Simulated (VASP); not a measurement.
# Cl (P6/mmm) in VASP: relaxation of cell and atoms with PBE

Aim: the relaxation of cell and atoms of Cl with PBE.

Program: VASP 6.6.1. These are calculated values, not measurements. Logs are shortened: lines on timing, memory, paths and dates and some standing lists are left out, and cuts for length are marked.

### 1 The cell of the first run

The structure is hexagonal, space group P6/mmm (No. 191). Conventional cell: a = 4.069 Å, b = 4.069 Å, c = 2.286 Å, α = 90.00°, β = 90.00°, γ = 120.00°. Within 3.0 Å of Cl (site symmetry 6/mmm) lie 2 Cl at 2.29 Å.

### 2 Relaxation of cell and atoms, PBE

Contents of INCAR:

```
SYSTEM = Cl
PREC = Accurate
ENCUT = 600
EDIFF = 1E-6
ISMEAR = 0
SIGMA = 0.1
LREAL = .False.
LASPH = .True.
NELM = 80
ALGO = Normal
ISIF = 3
LWAVE = .False.
LCHARG = .False.
GGA = PE
IBRION = 2
NSW = 100
EDIFFG = -0.01
```

Contents of KPOINTS:

```
Automatic mesh
0
Gamma
  15 15 24
  0 0 0
```

Contents of POSCAR:

```
Cl
1.0
    4.0689167312      0.0000000000      0.0000000000
   -2.0344583656      3.5237852551      0.0000000000
    0.0000000000      0.0000000000      2.2856167703
Cl
1
Direct
    0.0000000000      0.0000000000      0.0000000000
```

Potentials or basis: VASP PAW PBE potentials, release 64 (Cl).

Run with:

```console
$ cat potpaw_PBE.64/Cl/POTCAR > POTCAR
$ mpirun -np 1 vasp_std > vasp.out
```

OUTCAR:

```text
SYSTEM = Cl
   PREC = Accurate
   ENCUT = 600
   EDIFF = 1E-6
   ISMEAR = 0
   LREAL = .False.
   LASPH = .True.
   NELM = 80
   ISIF = 3
   GGA = PE
   IBRION = 2
   NSW = 100
   EDIFFG = -0.01

 ion  position               nearest neighbor table
   1  0.000  0.000  0.000-

  LATTYP: Found a hexagonal cell.
 ALAT       =     4.0689167312
 C/A-ratio  =     0.5617261107

  Lattice vectors:

 A1 = (   4.0689167312,   0.0000000000,   0.0000000000)
 A2 = (  -2.0344583656,   3.5237852551,   0.0000000000)
 A3 = (   0.0000000000,   0.0000000000,   2.2856167703)

Analysis of symmetry for initial positions (statically):
=====================================================================
 Subroutine PRICEL returns:
 Original cell was already a primitive cell.

 Routine SETGRP: Setting up the symmetry group for a
 hexagonal supercell.

 Subroutine GETGRP returns: Found 24 space group operations
 (whereof 24 operations were pure point group operations)
 out of a pool of 24 trial point group operations.

The static configuration has the point symmetry D_6h.

Analysis of symmetry for dynamics (positions and initial velocities):
=====================================================================
 Subroutine PRICEL returns:
 Original cell was already a primitive cell.

 Routine SETGRP: Setting up the symmetry group for a
 hexagonal supercell.

 Subroutine GETGRP returns: Found 24 space group operations
 (whereof 24 operations were pure point group operations)
 out of a pool of 24 trial point group operations.

The dynamic configuration has the point symmetry D_6h.

 Subroutine INISYM returns: Found 24 space group operations
 (whereof 24 operations are pure point group operations),
 and found     1 'primitive' translations

----------------------------------------------------------------------------------------

                                     Primitive cell

  volume of cell :      32.7711

  direct lattice vectors                    reciprocal lattice vectors
     4.068916731  0.000000000  0.000000000     0.245765659  0.141892869  0.000000000
    -2.034458366  3.523785255  0.000000000     0.000000000  0.283785738  0.000000000
     0.000000000  0.000000000  2.285616770     0.000000000  0.000000000  0.437518666

  length of vectors
     4.068916731  4.068916731  2.285616770     0.283785738  0.283785738  0.437518666

  position of ions in fractional coordinates (direct lattice)
     0.000000000  0.000000000  0.000000000

  ion indices of the primitive-cell ions
   primitive index   ion index
                 1           1

----------------------------------------------------------------------------------------

 KPOINTS: Automatic mesh

Automatic generation of k-mesh.
 Grid dimensions read from file:
 generate k-points for:   15   15   24

 Generating k-lattice:

  Cartesian coordinates                     Fractional coordinates (reciprocal lattice)
     0.016384377  0.009459525  0.000000000     0.066666667  0.000000000  0.000000000
     0.000000000  0.018919049  0.000000000     0.000000000  0.066666667  0.000000000
     0.000000000  0.000000000  0.018229944     0.000000000  0.000000000  0.041666667

  Length of vectors
     0.018919049  0.018919049  0.018229944

  Shift w.r.t. Gamma in fractional coordinates (k-lattice)
     0.000000000  0.000000000  0.000000000

 Subroutine IBZKPT returns following result:
 ===========================================

 Found    351 irreducible k-points:

 Following reciprocal coordinates:
            Coordinates               Weight
  0.000000  0.000000  0.000000      1.000000
  0.066667 -0.000000  0.000000      6.000000
  0.133333  0.000000  0.000000      6.000000
  0.200000  0.000000  0.000000      6.000000
  0.266667  0.000000  0.000000      6.000000
  0.333333  0.000000  0.000000      6.000000
[... 16 lines left out ...]
  0.333333  0.200000  0.000000     12.000000
  0.400000  0.200000  0.000000      6.000000
 [... further k-points ...]
   k-points           NKPTS =    351   k-points in BZ     NKDIM =    351   number of bands    NBANDS=      7
   number of dos      NEDOS =    301   number of ions     NIONS =      1
   total plane-waves  NPLWV =  23328
   dimension x,y,z NGX =    36 NGY =   36 NGZ =   18
   dimension x,y,z NGXF=    72 NGYF=   72 NGZF=   36
   ions per type =               1
   NGX,Y,Z   is equivalent  to a cutoff of  14.71, 14.71, 13.09 a.u.
   NGXF,Y,Z  is equivalent  to a cutoff of  29.42, 29.42, 26.18 a.u.
 SYSTEM =  Cl
   PREC   = accura    normal or accurate (medium, high low for compatibility)
   ISTART =      0    job   : 0-new  1-cont  2-samecut
   ICHARG =      2    charge: 1-file 2-atom 10-const
   ISPIN  =      1    spin polarized calculation?
   LNONCOLLINEAR =      F non collinear calculations
   LSORBIT =      F    spin-orbit coupling
   LASPH  =      T    aspherical Exc in radial PAW
   ENCUT  =  600.0 eV  44.10 Ry    6.64 a.u.   8.13  8.13  4.56*2*pi/ulx,y,z
   NELM   =     80;   NELMIN=  2; NELMDL= -5     # of ELM steps
   EDIFF  = 0.1E-05   stopping-criterion for ELM
   LREAL  =      F    real-space projection
   EDIFFG = -.1E-01   stopping-criterion for IOM
   NSW    =    100    number of steps for IOM
   IBRION =      2    ionic relax: 0-MD 1-quasi-New 2-CG
   NFREE  =      1    steps in history (QN), initial steepest desc. (CG)
   ISIF   =      3    stress and relaxation
   ISYM   =      2    0-nonsym 1-usesym 2-fastsym
   POTIM  = 0.5000    time-step for ionic-motion
   TEBEG  =    0.0;   TEEND  =   0.0 temperature during run
   PSTRESS=    0.0 pullay stress
   NELECT =       7.0000    total number of electrons
   NUPDOWN=      -1.0000    fix difference up-down
   EMIN   =  10.00;   EMAX   =-10.00  energy-range for DOS
   EFERMI =   0.00;   METHOD = LEGACY
   ISMEAR =     0;   SIGMA  =   0.10  broadening in eV -4-tet -1-fermi 0-gaus
   EFERMI_NEDOS =   21; number of points for ismear=-14 and -15
   IALGO  =     38    algorithm
   IMIX   =      4    mixing-type and parameters
     AMIX     =   0.40;   BMIX     =  1.00
     AMIX_MAG =   1.60;   BMIX_MAG =  1.00
  volume/ion in A,a.u.               =      32.77       221.15
  Fermi-wavevector in a.u.,A,eV,Ry     =   0.978611  1.849307 13.030033  0.957680
  Thomas-Fermi vector in A             =   2.109400
   LORBIT       =      0    0 simple, 1 ext, 2 COOP (PROOUT), +10 PAW based schemes
   GGA     = PE    functional components
   LHFCALC =     F    Hartree Fock is set to
   AEXX    =    0.0000 exact exchange contribution
   IVDW    =     0    specifies the selected vdW correction
   LEPSILON=     F    determine dielectric tensor
   LRPA    =     F    only Hartree local field effects (RPA)
 conjugate gradient relaxation of ions
 non-spin polarized calculation
 Gauss-broadening in eV      SIGMA  =   0.10
  energy-cutoff  :      600.00
  volume of cell :       32.77
 maximum number of plane-waves:      1110
 NGX is ok and might be reduce to    36
   NGX = 17   NGY = 17   NGZ =  9

--------------------------------------- Ionic step        1  -------------------------------------------

 number of electron       6.9999999 magnetization

 Free energy of the ion-electron system (eV)
  ---------------------------------------------------
  ext. energy  EPLUGINS =         0.00000000
  ---------------------------------------------------
  free energy    TOTEN  =        -1.63232588 eV

  energy without entropy =       -1.62239849  energy(sigma->0) =       -1.62736218

------------------------ aborting loop because EDIFF is reached ----------------------------------------

  FORCE on cell =-STRESS in cart. coord.  units (eV):
  Direction    XX          YY          ZZ          XY          YZ          ZX
  --------------------------------------------------------------------------------------
  -------------------------------------------------------------------------------------
  Total       -0.0317841     -0.0317841      0.3115339      0.0000000      0.0000000      0.0000000
  in kB       -1.5539191     -1.5539191     15.2308518      0.0000000      0.0000000      0.0000000
  external PRESSURE =       4.0410045 kB  Pullay stress =       0.0000000 kB
[... 86 lines left out ...]
  FREE ENERGIE OF THE ION-ELECTRON SYSTEM (eV)
  ---------------------------------------------------
  free  energy   TOTEN  =        -1.6337155010 eV

  energy  without entropy=       -1.6240985027  energy(sigma->0) =       -1.62890700

[... ionic steps 4 to 10 ...]

--------------------------------------- Ionic step       11  -------------------------------------------

 number of electron       7.0000001 magnetization

------------------------ aborting loop because EDIFF is reached ----------------------------------------

  FORCE on cell =-STRESS in cart. coord.  units (eV):
  Direction    XX          YY          ZZ          XY          YZ          ZX
  --------------------------------------------------------------------------------------
  -------------------------------------------------------------------------------------
  Total       -0.0038459     -0.0038459      0.0190235      0.0000000     -0.0000000      0.0000000
  in kB       -0.2042836     -0.2042836      1.0104877      0.0000000     -0.0000000      0.0000000
  external PRESSURE =       0.2006402 kB  Pullay stress =       0.0000000 kB
[... 55 lines left out ...]
  energy  without entropy=       -1.6280109679  energy(sigma->0) =       -1.63177433

--------------------------------------- Ionic step       13  -------------------------------------------

 number of electron       7.0000000 magnetization

 Free energy of the ion-electron system (eV)
  ---------------------------------------------------
  ext. energy  EPLUGINS =         0.00000000
  ---------------------------------------------------
  free energy    TOTEN  =        -1.63589197 eV

  energy without entropy =       -1.62795342  energy(sigma->0) =       -1.63192270

 E-fermi :  -0.9282     XC(G=0):  -7.5283

 val. band max:       -0.9283525440   @ k =   0.1333   0.0667   0.4167
 cond. band min:      -0.9088613904   @ k =   0.0667  -0.0000   0.4167
 fundamental gap:      0.0194911536
 Fermi energy:        -0.9282067057

 k-point     1 :       0.0000    0.0000    0.0000
  band No.  band energies     occupation
      1     -16.8352      2.00000
      2      -3.1484      2.00000
      3      -3.1484      2.00000
      4       3.6981      0.00000
      5       5.0046      0.00000
      6      10.1857      0.00000
      7      10.1857      0.00000
[... 221 lines left out ...]
 k-point    24 :       0.4000    0.2000    0.0000
  band No.  band energies     occupation
      1     -16.6541      2.00000
      2      -4.3326      2.00000
      3      -3.7644      2.00000
      4       3.7459      0.00000
      5       7.8452      0.00000
      6       9.7218      0.00000
      7      12.4295      0.00000

 [... further k-points ...]

------------------------ aborting loop because EDIFF is reached ----------------------------------------

  FORCE on cell =-STRESS in cart. coord.  units (eV):
  Direction    XX          YY          ZZ          XY          YZ          ZX
  --------------------------------------------------------------------------------------
  -------------------------------------------------------------------------------------
  Total       -0.0049520     -0.0049520     -0.0021324      0.0000000     -0.0000000     -0.0000000
  in kB       -0.2629946     -0.2629946     -0.1132472      0.0000000     -0.0000000     -0.0000000
  external PRESSURE =      -0.2130788 kB  Pullay stress =       0.0000000 kB
[... 16 lines left out ...]
  FREE ENERGIE OF THE ION-ELECTRON SYSTEM (eV)
  ---------------------------------------------------
  free  energy   TOTEN  =        -1.6358919725 eV

  energy  without entropy=       -1.6279534227  energy(sigma->0) =       -1.63192270

 reached required accuracy - stopping structural energy minimisation
```

Wall time 2.8 min (1 thread of Intel Xeon 6975P-C (Granite Rapids), shared host); peak memory 0.22 GiB.

What came out:

```
Free energy                           : -1.6359 eV
Relaxed volume                        : 30.17 Å³/atom
Relaxed cell                          : a = 3.882 Å, b = 3.882 Å, c = 2.311 Å, α = 90.00°, β = 90.00°, γ = 120.00°
Space group after relaxing (to 0.1 Å) : P6/mmm (No. 191)
Energy gained by relaxing             : 3.6 meV/atom
Ionic steps                           : 13
Pressure after relaxing               : 0.0 GPa
Band gap on the k mesh                : zero (an odd number of electrons rules out a gap without spin polarisation)
```

Step by step:
```tsv
step	energy change (eV)	largest force (eV/Å)	pressure (GPa)	volume (Å³)
1	0.0000	0.0000	0.40	32.77
2	-0.0007	0.0000	-0.49	33.16
3	-0.0014	0.0000	-0.13	33.00
4	-0.0015	0.0000	-0.13	32.89
5	-0.0019	0.0000	-0.13	32.56
6	-0.0025	0.0000	-0.11	31.90
7	-0.0034	0.0000	-0.02	30.61
8	-0.0022	0.0000	0.26	28.09
9	-0.0036	0.0000	0.04	30.10
10	-0.0035	0.0000	0.01	30.24
11	-0.0036	0.0000	0.02	30.16
12	-0.0032	0.0000	-0.31	30.20
13	-0.0036	0.0000	-0.02	30.17
```

Final structure:
```
Cl
1.0
     3.88231    0.00000    0.00000
    -1.94115    3.36218    0.00000
     0.00000    0.00000    2.31117
Cl
1
Direct
  0.00000 0.00000 0.00000
```

Caveat: an odd number of electrons without spin polarisation forces a metal; a magnetic or distorted state may lie lower.
